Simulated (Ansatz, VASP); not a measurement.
## Li16H: VASP beside Ansatz

```xyz
17
Lattice="6.9800 0.0000 0.0000 0.0000 6.9800 0.0000 0.0000 0.0000 6.9800" Properties=species:S:1:pos:R:3 pbc="T T T"
Li    0.0180    0.0002    0.1555
Li    3.3571    0.0026   -0.1076
Li   -0.0558    3.4880    0.0565
Li    0.0177    0.0003    3.3334
Li    1.8675    1.8504    1.7448
Li    3.5963    3.4923   -0.0515
Li    3.3570    0.0026    3.5962
Li    5.2254    1.5669    1.7451
Li   -0.0557    3.4881    3.4326
Li    1.8693    5.1435    1.7447
Li    1.6475    1.8251    5.2348
Li    3.5961    3.4924    3.5407
Li    5.2289    5.4259    1.7450
Li    5.2800    1.6953    5.2353
Li    1.6492    5.1655    5.2347
Li    5.2784    5.2939    5.2352
H     6.1406    0.0071    1.7443
```

Alike in both runs: functional LDA; k mesh 3 × 3 × 3; occupations fermi-dirac, width 0.1 eV; no spin polarisation.

Ansatz relaxed the structure, and its values are those at the end. VASP's run is a single point on that final structure, the one shown.

|  | VASP | Ansatz |
| --- | --- | --- |
| version | VASP 6.6.1 | Ansatz 0.2.0 |
| potentials or method | VASP PAW LDA potentials, release 64 (Li_sv, H), cutoff 520 eV | scalar-relativistic, plane waves, PAW |
| valence electrons in the cell | 49 | 49 |

```tsv
	VASP	Ansatz	Ansatz less VASP
rms of the force components (eV/Å)	0.005	0.004	-0.0006
```

LDA's correlation is that of Perdew and Zunger in VASP and of Perdew and Wang (1992) in Ansatz.

Noted on VASP's run: the cutoff is short for stress, so the pressure is rough.
